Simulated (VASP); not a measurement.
Runs of VASP 6.6.1 on In. The structure is that of space group P6_3/mmc (No. 194), or close to it. The cells are those of the table. This isn't the form of In at room conditions, which is tetragonal.

```csv
cell,further INCAR settings,gap on the mesh (eV),pressure (GPa)
"a = 3.285, b = 3.285, c = 5.674 Å, angles 90.0, 90.0, 120.0°, 2 atoms",ALGO = Fast; EDIFF = 1e-06; NBANDS = 20,none,(a)
"a = 3.436, b = 3.436, c = 5.344 Å, angles 90.0, 90.0, 120.0°, 2 atoms",ALGO = Fast; EDIFF = 1e-06; NBANDS = 20,none,-1.5
"a = 3.335, b = 3.335, c = 5.674 Å, angles 90.0, 90.0, 120.0°, 2 atoms",ALGO = Fast; EDIFF = 1e-07; NBANDS = 20,none,-1.5
"a = 3.436, b = 3.436, c = 5.674 Å, angles 90.0, 90.0, 120.0°, 2 atoms",ALGO = Fast; EDIFF = 1e-06; NBANDS = 20,none,-3.1
"a = 3.436, b = 3.436, c = 5.509 Å, angles 90.0, 90.0, 120.0°, 2 atoms",ALGO = Fast; EDIFF = 1e-06; NBANDS = 20,none,-2.4
```

Alike in all rows: task single point; level PBE+D3(BJ); potentials or basis VASP PAW PBE potentials, release 64 (In_d); no spin polarisation; k mesh 18 × 18 × 10; cutoff (eV) 520; smearing gaussian 0.15 eV.

Question: Estimate the missing entries.

Answer: (a) -0.4.

Caveats: spin-orbit coupling is left out, which moves the levels of the heavy elements; the cell stands under tension (at least some runs).

A k mesh can miss the band edges, and the runs leave out spin-orbit coupling on In.

A gap of «none» marks levels without a gap at the run's occupations.
